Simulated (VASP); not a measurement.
# Be2C (Fm-3m) in VASP: further runs, part 2 of 3

VASP 6.6.1. The steps go on from the part before.

**5. Single point, PBEsol (volume scaled by 1.04)**

Contents of INCAR:

```
SYSTEM = Be2C
PREC = Accurate
ENCUT = 600
EDIFF = 1E-6
ISMEAR = -1
SIGMA = 0.05
LREAL = .False.
LASPH = .True.
NELM = 120
ALGO = Normal
ISIF = 2
LWAVE = .False.
LCHARG = .True.
GGA = PS
LELF = .True.
LVHAR = .True.
NBANDS = 11
GGA_COMPAT = .False.
```

Contents of KPOINTS:

```
regular mesh
0
Gamma
  11 11 11
  0 0 0
```

Contents of POSCAR:

```
Be2C
1.0
    0.0000000000      2.1934901093      2.1934901093
    2.1934901093      0.0000000000      2.1934901093
    2.1934901093      2.1934901093      0.0000000000
C Be
1 2
Direct
    0.0000000000      0.0000000000      0.0000000000
    0.7500000000      0.7500000000      0.7500000000
    0.2500000000      0.2500000000      0.2500000000
```

Potentials or basis: VASP PAW PBE potentials, release 64 (C, Be).

Command:

```
cat potpaw_PBE.64/C/POTCAR potpaw_PBE.64/Be/POTCAR > POTCAR
mpirun -np 1 vasp_std > vasp.out
```

OUTCAR:

```text
SYSTEM = Be2C
   PREC = Accurate
   ENCUT = 600
   EDIFF = 1E-6
   ISMEAR = -1
   LREAL = .False.
   LASPH = .True.
   NELM = 120
   ISIF = 2
   GGA = PS

 ion  position               nearest neighbor table
   1  0.000  0.000  0.000-   2 1.90   2 1.90   2 1.90   2 1.90   3 1.90   3 1.90   3 1.90   3 1.90

   2  0.750  0.750  0.750-   1 1.90   1 1.90   1 1.90   1 1.90   3 2.19   3 2.19   3 2.19   3 2.19
                             3 2.19   3 2.19
   3  0.250  0.250  0.250-   1 1.90   1 1.90   1 1.90   1 1.90   2 2.19   2 2.19   2 2.19   2 2.19
                             2 2.19   2 2.19

  LATTYP: Found a face centered cubic cell.
 ALAT       =     4.3869802186

  Lattice vectors:

 A1 = (   0.0000000000,   2.1934901093,   2.1934901093)
 A2 = (   2.1934901093,   0.0000000000,   2.1934901093)
 A3 = (   2.1934901093,   2.1934901093,   0.0000000000)

Analysis of symmetry for initial positions (statically):
=====================================================================
 Subroutine PRICEL returns:
 Original cell was already a primitive cell.

 Routine SETGRP: Setting up the symmetry group for a
 face centered cubic supercell.

 Subroutine GETGRP returns: Found 48 space group operations
[... 9 lines left out ...]

 Routine SETGRP: Setting up the symmetry group for a
 face centered cubic supercell.

 Subroutine GETGRP returns: Found 48 space group operations
[... 11 lines left out ...]
                                     Primitive cell

  volume of cell :      21.1075

  direct lattice vectors                    reciprocal lattice vectors
     0.000000000  2.193490109  2.193490109    -0.227947233  0.227947233  0.227947233
     2.193490109  0.000000000  2.193490109     0.227947233 -0.227947233  0.227947233
     2.193490109  2.193490109  0.000000000     0.227947233  0.227947233 -0.227947233

  length of vectors
     3.102063462  3.102063462  3.102063462     0.394816188  0.394816188  0.394816188

  position of ions in fractional coordinates (direct lattice)
     0.000000000  0.000000000  0.000000000
     0.750000000  0.750000000  0.750000000
     0.250000000  0.250000000  0.250000000

  ion indices of the primitive-cell ions
   primitive index   ion index
                 1           1
                 2           2
                 3           3

----------------------------------------------------------------------------------------

 KPOINTS: regular mesh

Automatic generation of k-mesh.
 Grid dimensions read from file:
 generate k-points for:   11   11   11

 Generating k-lattice:

  Cartesian coordinates                     Fractional coordinates (reciprocal lattice)
    -0.020722476  0.020722476  0.020722476     0.090909091  0.000000000  0.000000000
     0.020722476 -0.020722476  0.020722476     0.000000000  0.090909091  0.000000000
     0.020722476  0.020722476 -0.020722476     0.000000000  0.000000000  0.090909091

  Length of vectors
     0.035892381  0.035892381  0.035892381

  Shift w.r.t. Gamma in fractional coordinates (k-lattice)
     0.000000000  0.000000000  0.000000000

 Subroutine IBZKPT returns following result:
 ===========================================

 Found     56 irreducible k-points:

 Following reciprocal coordinates:
            Coordinates               Weight
  0.000000  0.000000  0.000000      1.000000
  0.090909  0.000000  0.000000      8.000000
  0.181818  0.000000  0.000000      8.000000
  0.272727  0.000000  0.000000      8.000000
  0.363636  0.000000  0.000000      8.000000
  0.454545  0.000000  0.000000      8.000000
[... 16 lines left out ...]
 -0.272727  0.181818  0.000000     24.000000
 -0.181818  0.181818  0.000000     12.000000
 [... further k-points ...]
   k-points           NKPTS =     56   k-points in BZ     NKDIM =     56   number of bands    NBANDS=     11
   number of dos      NEDOS =    301   number of ions     NIONS =      3
   total plane-waves  NPLWV =  21952
   dimension x,y,z NGX =    28 NGY =   28 NGZ =   28
   dimension x,y,z NGXF=    56 NGYF=   56 NGZF=   56
   ions per type =               1   2
   NGX,Y,Z   is equivalent  to a cutoff of  15.01, 15.01, 15.01 a.u.
   NGXF,Y,Z  is equivalent  to a cutoff of  30.01, 30.01, 30.01 a.u.
 SYSTEM =  Be2C
   PREC   = accura    normal or accurate (medium, high low for compatibility)
   ISTART =      0    job   : 0-new  1-cont  2-samecut
   ICHARG =      2    charge: 1-file 2-atom 10-const
   ISPIN  =      1    spin polarized calculation?
   LNONCOLLINEAR =      F non collinear calculations
   LSORBIT =      F    spin-orbit coupling
   LASPH  =      T    aspherical Exc in radial PAW
   ENCUT  =  600.0 eV  44.10 Ry    6.64 a.u.   6.20  6.20  6.20*2*pi/ulx,y,z
   NELM   =    120;   NELMIN=  2; NELMDL= -5     # of ELM steps
   EDIFF  = 0.1E-05   stopping-criterion for ELM
   LREAL  =      F    real-space projection
   EDIFFG = 0.1E-04   stopping-criterion for IOM
   NSW    =      0    number of steps for IOM
   IBRION =     -1    ionic relax: 0-MD 1-quasi-New 2-CG
   NFREE  =      0    steps in history (QN), initial steepest desc. (CG)
   ISIF   =      2    stress and relaxation
   ISYM   =      2    0-nonsym 1-usesym 2-fastsym
   POTIM  = 0.5000    time-step for ionic-motion
   TEBEG  =    0.0;   TEEND  =   0.0 temperature during run
   PSTRESS=    0.0 pullay stress
   NELECT =       8.0000    total number of electrons
   NUPDOWN=      -1.0000    fix difference up-down
   EMIN   =  10.00;   EMAX   =-10.00  energy-range for DOS
   EFERMI =   0.00;   METHOD = LEGACY
   ISMEAR =    -1;   SIGMA  =   0.05  broadening in eV -4-tet -1-fermi 0-gaus
   EFERMI_NEDOS =   21; number of points for ismear=-14 and -15
   IALGO  =     38    algorithm
   IMIX   =      4    mixing-type and parameters
     AMIX     =   0.40;   BMIX     =  1.00
     AMIX_MAG =   1.60;   BMIX_MAG =  1.00
  volume/ion in A,a.u.               =       7.04        47.48
  Fermi-wavevector in a.u.,A,eV,Ry     =   1.184748  2.238848 19.097501  1.403627
  Thomas-Fermi vector in A             =   2.320955
   LORBIT       =      0    0 simple, 1 ext, 2 COOP (PROOUT), +10 PAW based schemes
   GGA     = PS    functional components
   LHFCALC =     F    Hartree Fock is set to
   AEXX    =    0.0000 exact exchange contribution
   IVDW    =     0    specifies the selected vdW correction
   LEPSILON=     F    determine dielectric tensor
   LRPA    =     F    only Hartree local field effects (RPA)
 non-spin polarized calculation
  energy-cutoff  :      600.00
  volume of cell :       21.11
 maximum number of plane-waves:       725
 NGX is ok and might be reduce to    28
   NGX = 13   NGY = 13   NGZ = 13

 number of electron       8.0000000 magnetization

 Free energy of the ion-electron system (eV)
  ---------------------------------------------------
  ext. energy  EPLUGINS =         0.00000000
  ---------------------------------------------------
  free energy    TOTEN  =       -18.38267585 eV

  energy without entropy =      -18.38267575  energy(sigma->0) =      -18.38267580

 E-fermi :   7.8679     XC(G=0): -11.3596

 val. band max:        7.3133525637   @ k =   0.0000   0.0000   0.0000
 cond. band min:       8.4502546183   @ k =   0.4545   0.4545   0.0000
 fundamental gap:      1.1369020546
 Fermi energy:         7.8678651294

 k-point     1 :       0.0000    0.0000    0.0000
  band No.  band energies     occupation
      1      -7.4330      2.00000
      2       7.3134      1.99997
      3       7.3134      1.99997
      4       7.3134      1.99997
      5      11.3273      0.00000
      6      11.3273      0.00000
      7      11.3273      0.00000
      8      13.5882      0.00000
      9      20.0935      0.00000
     10      20.0935      0.00000
     11      20.0935      0.00000

 k-point     2 :       0.0909    0.0000    0.0000
  band No.  band energies     occupation
      1      -7.3038      2.00000
      2       6.2025      2.00000
      3       7.0639      2.00000
      4       7.0639      2.00000
      5      11.6910      0.00000
      6      11.6910      0.00000
      7      12.0056      0.00000
      8      13.9301      0.00000
      9      19.2202      0.00000
     10      19.2202      0.00000
     11      20.3854      0.00000
[... 295 lines left out ...]
 k-point    24 :      -0.1818    0.1818    0.0000
  band No.  band energies     occupation
      1      -6.0990      2.00000
      2       2.5138      2.00000
      3       3.9128      2.00000
      4       6.3278      2.00000
      5      13.0091      0.00000
      6      13.2787      0.00000
      7      14.6141      0.00000
      8      15.0926      0.00000
      9      16.0683      0.00000
     10      21.7073      0.00000
     11      22.8366      0.00000

 [... further k-points ...]
[... 5 lines left out ...]
  --------------------------------------------------------------------------------------
  -------------------------------------------------------------------------------------
  Total       -1.2369454     -1.2369454     -1.2369454      0.0000000      0.0000000      0.0000000
  in kB      -93.8910251    -93.8910251    -93.8910251      0.0000000      0.0000000      0.0000000
  external PRESSURE =     -93.8910251 kB  Pullay stress =       0.0000000 kB

 VOLUME and BASIS-vectors are now :
 -----------------------------------------------------------------------------
  energy-cutoff  :      600.00
  volume of cell :       21.11
      direct lattice vectors                 reciprocal lattice vectors
     0.000000000  2.193490109  2.193490109    -0.227947233  0.227947233  0.227947233
     2.193490109  0.000000000  2.193490109     0.227947233 -0.227947233  0.227947233
     2.193490109  2.193490109  0.000000000     0.227947233  0.227947233 -0.227947233

 POSITION                                       TOTAL-FORCE (eV/Angst)
 -----------------------------------------------------------------------------------
      0.00000      0.00000      0.00000         0.000000      0.000000      0.000000
      3.29024      3.29024      3.29024        -0.000000      0.000000     -0.000000
      1.09675      1.09675      1.09675         0.000000     -0.000000     -0.000000
 -----------------------------------------------------------------------------------
    total drift:                               -0.000000     -0.000000      0.000000

  FREE ENERGIE OF THE ION-ELECTRON SYSTEM (eV)
  ---------------------------------------------------
  free  energy   TOTEN  =       -18.3826758477 eV

  energy  without entropy=      -18.3826757481  energy(sigma->0) =      -18.38267580
```

OSZICAR:

```text
N       E                     dE             d eps       ncg     rms          rms(c)
DAV:   1     0.519673765847E+01    0.51967E+01   -0.42327E+03  1232   0.744E+02
DAV:   2    -0.184312443751E+02   -0.23628E+02   -0.21995E+02  1663   0.129E+02
DAV:   3    -0.193789808081E+02   -0.94774E+00   -0.94298E+00  1655   0.198E+01
DAV:   4    -0.193842431593E+02   -0.52624E-02   -0.52611E-02  1475   0.162E+00
DAV:   5    -0.193842679829E+02   -0.24824E-04   -0.24823E-04  1563   0.963E-02    0.509E+00
DAV:   6    -0.184382314208E+02    0.94604E+00   -0.29352E+00  1298   0.795E+00    0.201E+00
DAV:   7    -0.183950196842E+02    0.43212E-01   -0.16028E-01  1496   0.262E+00    0.121E+00
DAV:   8    -0.183828692896E+02    0.12150E-01   -0.10690E-02  1438   0.966E-01    0.225E-01
DAV:   9    -0.183826791131E+02    0.19018E-03   -0.36348E-04  1508   0.111E-01    0.128E-01
DAV:  10    -0.183826767593E+02    0.23538E-05   -0.15455E-04  1480   0.724E-02    0.880E-03
DAV:  11    -0.183826758477E+02    0.91164E-06   -0.93488E-06  1388   0.172E-02
   1 F= -.18382676E+02 E0= -.18382676E+02  d E =-.995850E-07
```

It took 39 s on 1 thread of Intel Xeon 8259CL, shared host; peak memory 0.16 GiB.

Results:

```yaml
Free_energy: -18.3827 eV
Pressure: -9.4 GPa
Band_gap_on_the_k_mesh: 1.14 eV, indirect (least direct gap 4.01 eV)
```

Levels at points of the mesh, in eV from the valence-band top:
```tsv
k point	band 1	band 2	band 3	band 4	band 5	band 6	band 7	band 8
(0.00, 0.00, 0.00)	-14.75	0.00	0.00	0.00	4.01	4.01	4.01	6.27
```

Caveat: the PAW data sets were made with another functional, which shifts forces and pressure a little.

(Part 2 of 3 ends here.)
